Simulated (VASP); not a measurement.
# HfN (Pm-3m) in VASP: notebook

HfN is run at these levels: PBEsol, r2SCAN+rVV10; tasks: relaxation of cell and atoms.

Everything below comes from runs of VASP 6.6.1. Logs are shortened: lines on timing, memory, paths and dates and some standing lists are left out, and cuts for length are marked.

## 1. The cell of the first run

The structure is cubic, space group Pm-3m (No. 221). The conventional cell has a = 2.825 Å, b = 2.825 Å, c = 2.825 Å, α = 90.00°, β = 90.00°, γ = 90.00°. Hf (site symmetry m-3m) has 8 N at 2.45 Å and 6 Hf at 2.83 Å within 3.2 Å. N (site symmetry m-3m) has 8 Hf at 2.45 Å and 6 N at 2.83 Å within 3.2 Å.

## 2. Relaxation of cell and atoms, PBEsol

Contents of INCAR:

```
SYSTEM = HfN
PREC = Accurate ; ENCUT = 600
EDIFF = 1E-6 ; ISMEAR = -1
SIGMA = 0.05 ; LREAL = .FALSE.
LASPH = .TRUE. ; NELM = 60
ALGO = Normal ; ISIF = 3
LWAVE = .FALSE. ; LCHARG = .FALSE.
GGA = PS ; IBRION = 2
NSW = 60 ; EDIFFG = -0.01
```

Contents of KPOINTS:

```
Automatic mesh
0
G
  9 9 9
  0 0 0
```

Contents of POSCAR:

```
HfN
1.0
    2.8250300000      0.0000000000      0.0000000000
    0.0000000000      2.8250300000      0.0000000000
    0.0000000000      0.0000000000      2.8250300000
Hf N
1 1
Direct
    0.5000000000      0.5000000000      0.5000000000
    0.0000000000      0.0000000000      0.0000000000
```

Potentials or basis: VASP PAW PBE potentials, release 64 (Hf_pv, N).

Started as:

```
cat potpaw_PBE.64/Hf_pv/POTCAR potpaw_PBE.64/N/POTCAR > POTCAR
mpirun -np 1 vasp_std > vasp.out
```

OUTCAR:

```text
SYSTEM = HfN
   PREC = Accurate
   ENCUT = 600
   EDIFF = 1E-6
   ISMEAR = -1
   LREAL = .FALSE.
   LASPH = .TRUE.
   NELM = 60
   ISIF = 3
   GGA = PS
   IBRION = 2
   NSW = 60
   EDIFFG = -0.01

 ion  position               nearest neighbor table
   1  0.500  0.500  0.500-   2 2.45   2 2.45   2 2.45   2 2.45   2 2.45   2 2.45   2 2.45   2 2.45

   2  0.000  0.000  0.000-   1 2.45   1 2.45   1 2.45   1 2.45   1 2.45   1 2.45   1 2.45   1 2.45

  LATTYP: Found a simple cubic cell.
 ALAT       =     2.8250300000

  Lattice vectors:

 A1 = (   2.8250300000,   0.0000000000,   0.0000000000)
 A2 = (   0.0000000000,   2.8250300000,   0.0000000000)
 A3 = (   0.0000000000,   0.0000000000,   2.8250300000)

Analysis of symmetry for initial positions (statically):
=====================================================================
 Subroutine PRICEL returns:
 Original cell was already a primitive cell.

 Routine SETGRP: Setting up the symmetry group for a
 simple cubic supercell.

 Subroutine GETGRP returns: Found 48 space group operations
 (whereof 48 operations were pure point group operations)
 out of a pool of 48 trial point group operations.

The static configuration has the point symmetry O_h .

Analysis of symmetry for dynamics (positions and initial velocities):
=====================================================================
 Subroutine PRICEL returns:
 Original cell was already a primitive cell.

 Routine SETGRP: Setting up the symmetry group for a
 simple cubic supercell.

 Subroutine GETGRP returns: Found 48 space group operations
 (whereof 48 operations were pure point group operations)
 out of a pool of 48 trial point group operations.

The dynamic configuration has the point symmetry O_h .

 Subroutine INISYM returns: Found 48 space group operations
 (whereof 48 operations are pure point group operations),
 and found     1 'primitive' translations

----------------------------------------------------------------------------------------

                                     Primitive cell

  volume of cell :      22.5460

  direct lattice vectors                    reciprocal lattice vectors
     2.825030000  0.000000000  0.000000000     0.353978542  0.000000000  0.000000000
     0.000000000  2.825030000  0.000000000     0.000000000  0.353978542  0.000000000
     0.000000000  0.000000000  2.825030000     0.000000000  0.000000000  0.353978542

  length of vectors
     2.825030000  2.825030000  2.825030000     0.353978542  0.353978542  0.353978542

  position of ions in fractional coordinates (direct lattice)
     0.500000000  0.500000000  0.500000000
     0.000000000  0.000000000  0.000000000

  ion indices of the primitive-cell ions
   primitive index   ion index
                 1           1
                 2           2

----------------------------------------------------------------------------------------

 KPOINTS: Automatic mesh

Automatic generation of k-mesh.
 Grid dimensions read from file:
 generate k-points for:    9    9    9

 Generating k-lattice:

  Cartesian coordinates                     Fractional coordinates (reciprocal lattice)
     0.039330949  0.000000000  0.000000000     0.111111111  0.000000000  0.000000000
     0.000000000  0.039330949  0.000000000     0.000000000  0.111111111  0.000000000
     0.000000000  0.000000000  0.039330949     0.000000000  0.000000000  0.111111111

  Length of vectors
     0.039330949  0.039330949  0.039330949

  Shift w.r.t. Gamma in fractional coordinates (k-lattice)
     0.000000000  0.000000000  0.000000000

 Subroutine IBZKPT returns following result:
 ===========================================

 Found     35 irreducible k-points:

 Following reciprocal coordinates:
            Coordinates               Weight
  0.000000  0.000000  0.000000      1.000000
  0.111111  0.000000  0.000000      6.000000
  0.222222  0.000000  0.000000      6.000000
  0.333333  0.000000  0.000000      6.000000
  0.444444  0.000000  0.000000      6.000000
  0.111111  0.111111  0.000000     12.000000
[... 16 lines left out ...]
  0.333333  0.333333  0.111111     24.000000
  0.444444  0.333333  0.111111     48.000000
 [... further k-points ...]
   k-points           NKPTS =     35   k-points in BZ     NKDIM =     35   number of bands    NBANDS=     11
   number of dos      NEDOS =    301   number of ions     NIONS =      2
   total plane-waves  NPLWV =  13824
   dimension x,y,z NGX =    24 NGY =   24 NGZ =   24
   dimension x,y,z NGXF=    48 NGYF=   48 NGZF=   48
   ions per type =               1   1
   NGX,Y,Z   is equivalent  to a cutoff of  14.12, 14.12, 14.12 a.u.
   NGXF,Y,Z  is equivalent  to a cutoff of  28.25, 28.25, 28.25 a.u.
 SYSTEM =  HfN
   PREC   = accura    normal or accurate (medium, high low for compatibility)
   ISTART =      0    job   : 0-new  1-cont  2-samecut
   ICHARG =      2    charge: 1-file 2-atom 10-const
   ISPIN  =      1    spin polarized calculation?
   LNONCOLLINEAR =      F non collinear calculations
   LSORBIT =      F    spin-orbit coupling
   LASPH  =      T    aspherical Exc in radial PAW
   ENCUT  =  600.0 eV  44.10 Ry    6.64 a.u.   5.64  5.64  5.64*2*pi/ulx,y,z
   NELM   =     60;   NELMIN=  2; NELMDL= -5     # of ELM steps
   EDIFF  = 0.1E-05   stopping-criterion for ELM
   LREAL  =      F    real-space projection
   EDIFFG = -.1E-01   stopping-criterion for IOM
   NSW    =     60    number of steps for IOM
   IBRION =      2    ionic relax: 0-MD 1-quasi-New 2-CG
   NFREE  =      1    steps in history (QN), initial steepest desc. (CG)
   ISIF   =      3    stress and relaxation
   ISYM   =      2    0-nonsym 1-usesym 2-fastsym
   POTIM  = 0.5000    time-step for ionic-motion
   TEBEG  =    0.0;   TEEND  =   0.0 temperature during run
   PSTRESS=    0.0 pullay stress
   NELECT =      15.0000    total number of electrons
   NUPDOWN=      -1.0000    fix difference up-down
   EMIN   =  10.00;   EMAX   =-10.00  energy-range for DOS
   EFERMI =   0.00;   METHOD = LEGACY
   ISMEAR =    -1;   SIGMA  =   0.05  broadening in eV -4-tet -1-fermi 0-gaus
   EFERMI_NEDOS =   21; number of points for ismear=-14 and -15
   IALGO  =     38    algorithm
   IMIX   =      4    mixing-type and parameters
     AMIX     =   0.40;   BMIX     =  1.00
     AMIX_MAG =   1.60;   BMIX_MAG =  1.00
  volume/ion in A,a.u.               =      11.27        76.07
  Fermi-wavevector in a.u.,A,eV,Ry     =   1.429164  2.700729 27.790047  2.042511
  Thomas-Fermi vector in A             =   2.549148
   LORBIT       =      0    0 simple, 1 ext, 2 COOP (PROOUT), +10 PAW based schemes
   GGA     = PS    functional components
   LHFCALC =     F    Hartree Fock is set to
   AEXX    =    0.0000 exact exchange contribution
   IVDW    =     0    specifies the selected vdW correction
   LEPSILON=     F    determine dielectric tensor
   LRPA    =     F    only Hartree local field effects (RPA)
 conjugate gradient relaxation of ions
 non-spin polarized calculation
  energy-cutoff  :      600.00
  volume of cell :       22.55
 maximum number of plane-waves:       767
 NGX is ok and might be reduce to    24
   NGX = 11   NGY = 11   NGZ = 11

--------------------------------------- Ionic step        1  -------------------------------------------

 number of electron      15.0000000 magnetization

 Free energy of the ion-electron system (eV)
  ---------------------------------------------------
  ext. energy  EPLUGINS =         0.00000000
  ---------------------------------------------------
  free energy    TOTEN  =       -20.99411351 eV

  energy without entropy =      -20.98310522  energy(sigma->0) =      -20.98860936

------------------------ aborting loop because EDIFF is reached ----------------------------------------

  FORCE on cell =-STRESS in cart. coord.  units (eV):
  Direction    XX          YY          ZZ          XY          YZ          ZX
  --------------------------------------------------------------------------------------
  -------------------------------------------------------------------------------------
  Total       -1.5591803     -1.5591803     -1.5591803      0.0000000     -0.0000000     -0.0000000
  in kB     -110.7994783   -110.7994783   -110.7994783      0.0000000     -0.0000000     -0.0000000
  external PRESSURE =    -110.7994783 kB  Pullay stress =       0.0000000 kB

 VOLUME and BASIS-vectors are now :
 -----------------------------------------------------------------------------
  energy-cutoff  :      600.00
  volume of cell :       22.55
      direct lattice vectors                 reciprocal lattice vectors
     2.825030000  0.000000000  0.000000000     0.353978542  0.000000000  0.000000000
     0.000000000  2.825030000  0.000000000     0.000000000  0.353978542  0.000000000
     0.000000000  0.000000000  2.825030000     0.000000000  0.000000000  0.353978542
[... 73 lines left out ...]
 POSITION                                       TOTAL-FORCE (eV/Angst)
 -----------------------------------------------------------------------------------
      1.39094      1.39094      1.39094        -0.000000     -0.000000      0.000000
      0.00000      0.00000      0.00000         0.000000      0.000000      0.000000
 -----------------------------------------------------------------------------------
    total drift:                                0.000000     -0.000000     -0.000000

  FREE ENERGIE OF THE ION-ELECTRON SYSTEM (eV)
  ---------------------------------------------------
  free  energy   TOTEN  =       -21.0314121181 eV

  energy  without entropy=      -21.0204604089  energy(sigma->0) =      -21.02593626

--------------------------------------- Ionic step        4  -------------------------------------------

 number of electron      15.0000005 magnetization

 Free energy of the ion-electron system (eV)
  ---------------------------------------------------
  ext. energy  EPLUGINS =         0.00000000
  ---------------------------------------------------
  free energy    TOTEN  =       -21.03142365 eV

  energy without entropy =      -21.02047666  energy(sigma->0) =      -21.02595016

 E-fermi :   7.7163     XC(G=0): -13.3465

 val. band max:        7.5829895362   @ k =   0.3333   0.3333   0.0000
 cond. band min:       7.7266021912   @ k =   0.1111   0.1111   0.0000
 fundamental gap:      0.1436126550
 Fermi energy:         7.7162746077

 k-point     1 :       0.0000    0.0000    0.0000
  band No.  band energies     occupation
      1     -22.2584      2.00000
      2     -22.2584      2.00000
      3     -22.2584      2.00000
      4      -8.6923      2.00000
      5       5.0737      2.00000
      6       5.0737      2.00000
      7       6.6304      2.00000
      8       6.6304      2.00000
      9       6.6304      2.00000
     10      11.6394      0.00000
     11      14.3583      0.00000

 k-point     2 :       0.1111    0.0000    0.0000
  band No.  band energies     occupation
      1     -22.4619      2.00000
      2     -22.2405      2.00000
      3     -22.2405      2.00000
      4      -8.4292      2.00000
      5       4.4471      2.00000
      6       5.2025      2.00000
      7       6.4164      2.00000
      8       6.4164      2.00000
      9       7.0233      2.00000
     10      12.4177      0.00000
     11      14.4120      0.00000
[... 295 lines left out ...]
 k-point    24 :       0.4444    0.3333    0.1111
  band No.  band energies     occupation
      1     -23.5180      2.00000
      2     -23.1645      2.00000
      3     -22.1770      2.00000
      4      -6.4372      2.00000
      5       2.2262      2.00000
      6       3.2663      2.00000
      7       5.8720      2.00000
      8       7.7792      0.44233
      9      11.0585      0.00000
     10      11.5444      0.00000
     11      13.4428      0.00000

 [... further k-points ...]

------------------------ aborting loop because EDIFF is reached ----------------------------------------

  FORCE on cell =-STRESS in cart. coord.  units (eV):
  Direction    XX          YY          ZZ          XY          YZ          ZX
  --------------------------------------------------------------------------------------
  -------------------------------------------------------------------------------------
  Total        0.0024621      0.0024621      0.0024621     -0.0000000      0.0000000     -0.0000000
  in kB        0.1834003      0.1834003      0.1834003     -0.0000000      0.0000000     -0.0000000
  external PRESSURE =       0.1834003 kB  Pullay stress =       0.0000000 kB

 VOLUME and BASIS-vectors are now :
 -----------------------------------------------------------------------------
  energy-cutoff  :      600.00
  volume of cell :       21.51
      direct lattice vectors                 reciprocal lattice vectors
     2.781024213 -0.000000000 -0.000000000     0.359579753  0.000000000  0.000000000
     0.000000000  2.781024213 -0.000000000     0.000000000  0.359579753  0.000000000
    -0.000000000 -0.000000000  2.781024213     0.000000000  0.000000000  0.359579753

 POSITION                                       TOTAL-FORCE (eV/Angst)
 -----------------------------------------------------------------------------------
      1.39051      1.39051      1.39051        -0.000000     -0.000000      0.000000
      0.00000      0.00000      0.00000         0.000000      0.000000      0.000000
 -----------------------------------------------------------------------------------
    total drift:                                0.000000     -0.000000     -0.000000

  FREE ENERGIE OF THE ION-ELECTRON SYSTEM (eV)
  ---------------------------------------------------
  free  energy   TOTEN  =       -21.0314236493 eV

  energy  without entropy=      -21.0204766626  energy(sigma->0) =      -21.02595016

 reached required accuracy - stopping structural energy minimisation
```

It took 9.8 s on 1 thread of Intel Xeon 6975P-C (Granite Rapids), shared host; peak memory 0.16 GiB.

What came out:

```
Free energy                           : -21.0314 eV
Relaxed volume                        : 10.75 Å³/atom
Relaxed cell                          : a = 2.781 Å, b = 2.781 Å, c = 2.781 Å, α = 90.00°, β = 90.00°, γ = 90.00°
Space group after relaxing (to 0.1 Å) : Pm-3m (No. 221)
Energy gained by relaxing             : 18.7 meV/atom
Ionic steps                           : 4
Pressure after relaxing               : 0.0 GPa
Band gap on the k mesh                : zero (an odd number of electrons rules out a gap without spin polarisation)
```

Step by step:
```
step  energy change (eV)  largest force (eV/Å)  pressure (GPa)  volume (Å³)
   1              0.0000                0.0000          -11.08        22.55
   2              0.0480                0.0000           20.54        20.10
   3             -0.0373                0.0000           -0.22        21.53
   4             -0.0373                0.0000            0.02        21.51
```

Final structure:
```
Hf N
1.0
     2.78102    0.00000    0.00000
     0.00000    2.78102    0.00000
     0.00000    0.00000    2.78102
Hf N
1 1
Direct
  0.50000 0.50000 0.50000
  0.00000 0.00000 0.00000
```

Caveat: the PAW data sets were made with another functional, which shifts forces and pressure a little; spin-orbit coupling is left out, which moves the levels of the heavy elements.

(Part 1 of 2 ends here.)
